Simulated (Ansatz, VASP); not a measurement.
ZnO in VASP and in Ansatz

```
Zn O
1.0
     3.12340    0.00000    0.00000
    -1.56170    2.70495    0.00000
     0.00000    0.00000    5.25619
Zn O
2 2
Cartesian
  0.0000 1.8033 2.6574
  1.5617 0.9016 0.0293
  1.5617 0.9016 1.9629
  0.0000 1.8033 4.5910
```

Change from the starting cell: film at in-plane strain -0.02.

Alike in both runs: task single point; functional LDA; k mesh 8 × 8 × 4; no spin polarisation.

|  | VASP | Ansatz |
| --- | --- | --- |
| version | VASP 6.6.1 | Ansatz 0.2.0 |
| potentials or method | VASP PAW LDA potentials, release 64 (Zn, O), cutoff 520 eV | all-electron LAPW, scalar-relativistic |
| occupations | gaussian, width 0.01 eV | fixed |

|  | VASP | Ansatz | Ansatz less VASP |
| --- | --- | --- | --- |
| gap on the k mesh at the Fermi level (eV) | 0.78 | 0.79 | +0.005 |
| pressure (GPa) | 4.5 | 3.2 | -1.25 |
| traceless stress, the component that is largest in VASP (GPa) | -3.15 | -3.14 | +0.011 |
| rms of the force components (eV/Å) | 0.006 | 0.000 | -0.0051 |

LDA's correlation is that of Perdew and Zunger in VASP and of Perdew and Wang (1992) in Ansatz. Atom by atom the forces differ by 0.006 eV/Å (rms over components). Ansatz ran all-electron here, and VASP with PAW potentials.
